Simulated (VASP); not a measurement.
**BaHCl: single point with LDA**

The system is BaHCl.

```
Ba H Cl
1.0
     4.22472    0.00000    0.00000
     0.00000    4.22472    0.00000
     0.00000    0.00000    6.73382
Ba H Cl
2 2 2
Direct
  0.00000 0.50000 0.20856
  0.50000 0.00000 0.79144
  0.00000 0.00000 0.00000
  0.50000 0.50000 0.00000
  0.00000 0.50000 0.66178
  0.50000 0.00000 0.33822
```

- Program: VASP 6.6.1
- Task: single point
- Functional: LDA
- Potentials or basis: VASP PAW LDA potentials, release 64 (Ba_sv, H_h, Cl)
- Cutoff: 1230 eV
- k mesh: 6 × 6 × 4
- Occupations: gaussian, width 0.02 eV
- Spin: no spin polarisation
- Dipole correction: no
- Further INCAR settings: ALGO = Normal; EDIFF = 1e-06; NBANDS = 27

```yaml
Pressure: 3.9 GPa
Largest_force: 0.015 eV/Å
Band_gap_on_the_k_mesh: 2.45 eV
```

Forces on the atoms (eV/Å):
```
Ba   0.000  0.000  0.015
Ba   0.000  0.000 -0.015
H    0.000  0.000  0.000
H    0.000  0.000  0.000
Cl   0.000  0.000 -0.015
Cl   0.000  0.000  0.015
```

Levels at points of the mesh, in eV from the valence-band top:
| k point | band 14 | band 15 | band 16 | band 17 | band 18 | band 19 | band 20 | band 21 | band 22 | band 23 |
| --- | --- | --- | --- | --- | --- | --- | --- | --- | --- | --- |
| (0.00, 0.00, 0.00) | -2.62 | -2.38 | -2.38 | -1.23 | -1.07 | 3.18 | 4.23 | 4.39 | 4.39 | 4.71 |
| (0.50, 0.00, 0.00) | -3.20 | -2.73 | -2.73 | -0.65 | -0.65 | 4.45 | 4.45 | 4.63 | 4.63 | 5.19 |
| (0.50, 0.50, 0.00) | -2.88 | -2.42 | -2.42 | -0.69 | -0.69 | 4.09 | 4.09 | 6.76 | 6.76 | 7.12 |
| (0.00, 0.00, 0.50) | -2.99 | -2.33 | -2.33 | -1.18 | 0.00 | 2.45 | 4.17 | 4.82 | 4.82 | 5.70 |
| (0.50, 0.00, 0.50) | -3.23 | -2.96 | -2.96 | -0.36 | -0.36 | 4.68 | 4.68 | 5.47 | 5.47 | 6.07 |
| (0.50, 0.50, 0.50) | -3.35 | -2.39 | -2.39 | -0.71 | -0.71 | 5.38 | 5.38 | 5.72 | 5.72 | 7.65 |

Wall time 2.9 min on 1 thread of Intel(R) Xeon(R) Platinum 8488C (Sapphire Rapids), on a shared host, peak memory 0.54 GiB.

Caveat: the cell stands under pressure; spin-orbit coupling is left out, which moves the levels of the heavy elements. A k mesh can miss the band edges.
